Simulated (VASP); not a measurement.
A run of VASP 6.6.1:

INCAR

```
  PREC = Accurate
  ENCUT = 400
  EDIFF = 1E-6
  ISMEAR = 0
  SIGMA = 0.05
  LREAL = False
  LASPH = True
  NELM = 120
  ALGO = Normal
  ISIF = 2
  LWAVE = False
  LCHARG = True
  GGA = PS
  LELF = True
  LVHAR = True
  NBANDS = 44
  GGA_COMPAT = False
```

KPOINTS

```
regular mesh
0
Gamma
  1 1 1
```

Contents of POSCAR:

```
Ba
1.0
    7.8354350800      0.0000000000      0.0000000000
    0.0000000000      7.8354350800      0.0000000000
    0.0000000000      0.0000000000      7.8354350800
Ba
7
Direct
    0.0000000000      0.0000000000      0.3749895149
    0.0000000000      0.4999994206      0.0009217101
    0.0000000000      0.5000000587      0.5005461675
    0.5000001863      0.0000001276      0.0009219654
    0.4999999311      0.0000001276      0.5005465504
    0.4999999311      0.5000000587      0.0020014204
    0.4999999311      0.5000001863      0.4950725723
```

Potentials or basis: VASP PAW PBE potentials, release 64 (Ba_sv).

Command:

```sh
$ cat potpaw_PBE.64/Ba_sv/POTCAR > POTCAR
$ mpirun -np 1 vasp_gam > vasp.out
```

Hardware: 1 thread of AMD EPYC 7R13, with other jobs on the host.

Task: Estimate the wall time of this run.

Result: Wall time 64 s on 1 thread of AMD EPYC 7R13, with other jobs on the host, peak memory 0.31 GiB. Counts: scf iterations 14, k points 1.
